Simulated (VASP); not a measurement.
Wanted: the native input for a VASP 6.6.1 run.

| Quantity | Value |
| --- | --- |
| Task | single point |
| Functional | PBEsol |
| Potentials or basis | VASP PAW PBE potentials, release 64 (Zn) |
| Cutoff | 520 eV |
| k mesh | 24 × 24 × 10 |
| Occupations | gaussian, width 0.15 eV |
| Spin | no spin polarisation |
| Dipole correction | no |
| Further INCAR settings | ALGO = Fast; EDIFF = 1e-07; NBANDS = 19 |

The structure of Zn lies in POSCAR:

```
Zn
1.0
    2.7447419948      0.0000000000      0.0000000000
   -1.3723709974      2.3770162943      0.0000000000
    0.0000000000      0.0000000000      5.0951010000
Zn
2
Direct
    0.3333333333      0.6666666667      0.2500000000
    0.6666666667      0.3333333333      0.7500000000
```

This cell differs from its parent crystal: strain +0.030 along x and y, +0.030 along z.

The input as run:

INCAR

```
SYSTEM = Zn
ALGO = Fast
EDIFF = 1E-7
ENCUT = 520
GGA = PS
ISIF = 2
ISMEAR = 0
LASPH = .True.
LCHARG = .False.
LREAL = .False.
LWAVE = .False.
NBANDS = 19
NELM = 80
PREC = Accurate
SIGMA = 0.15
```

KPOINTS

```
k-points
0
Gamma
  24 24 10
  0 0 0
```

Potentials or basis: VASP PAW PBE potentials, release 64 (Zn).

Launch:

```console
$ cat potpaw_PBE.64/Zn/POTCAR > POTCAR
$ mpirun -np 1 vasp_std > vasp.out
```

Results of the run:

```json
{
  "Pressure": "-9.2 GPa",
  "Band gap on the k mesh": "zero (bands 12 and 13 overlap by 4.48 eV)"
}
```

Caveat: the cell differs from its parent crystal (strain +0.030 along x and y, +0.030 along z); the cell stands under tension; the PAW data sets were made with another functional, which shifts forces and pressure a little.

It took 2.4 min on 1 thread of Intel(R) Xeon(R) Platinum 8488C (Sapphire Rapids), on a shared host, peak memory 0.28 GiB.
